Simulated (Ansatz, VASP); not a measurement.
One calculation of Ga3Sb5, two programs

```xyz
8
Lattice="-5.9602 0.0000 0.0000 0.0000 0.0000 5.9602 0.0000 5.9686 0.0000" Properties=species:S:1:pos:R:3 pbc="T T T"
Sb   -2.9801    0.0000    0.0000
Sb   -2.9801    2.9843    0.0000
Sb   -2.9801    2.9843    2.9801
Sb    0.0000    0.0000    2.9801
Sb    0.0000    2.9843    2.9801
Ga   -2.9801    0.0000    2.9801
Ga    0.0000    0.0000    0.0000
Ga    0.0000    2.9843    0.0000
```

Alike in both runs: functional PBE; k mesh 6 × 6 × 6; occupations gaussian, width 0.1 eV; no spin polarisation.

Ansatz relaxed the structure, and its values are those at the end. VASP's run is a single point on that final structure, the one shown.

```csv
,VASP,Ansatz
version,VASP 6.6.1,Ansatz 0.2.0
potentials or method,"VASP PAW PBE potentials, release 64 (Sb, Ga_d), cutoff 520 eV","scalar-relativistic, plane waves, PAW"
valence electrons in the cell,64,114
```

```tsv
	VASP	Ansatz	Ansatz less VASP
gap on the k mesh at the Fermi level (eV)	none	none	-
pressure (GPa)	0.0	0.0	-0.05
```

A gap of «none» marks a metal or a gap that the smearing closes. VASP's potentials hold 64 valence electrons a cell and Ansatz's 114, so a difference there can come from the potentials and not from the codes.

Neither program's run includes spin-orbit coupling.
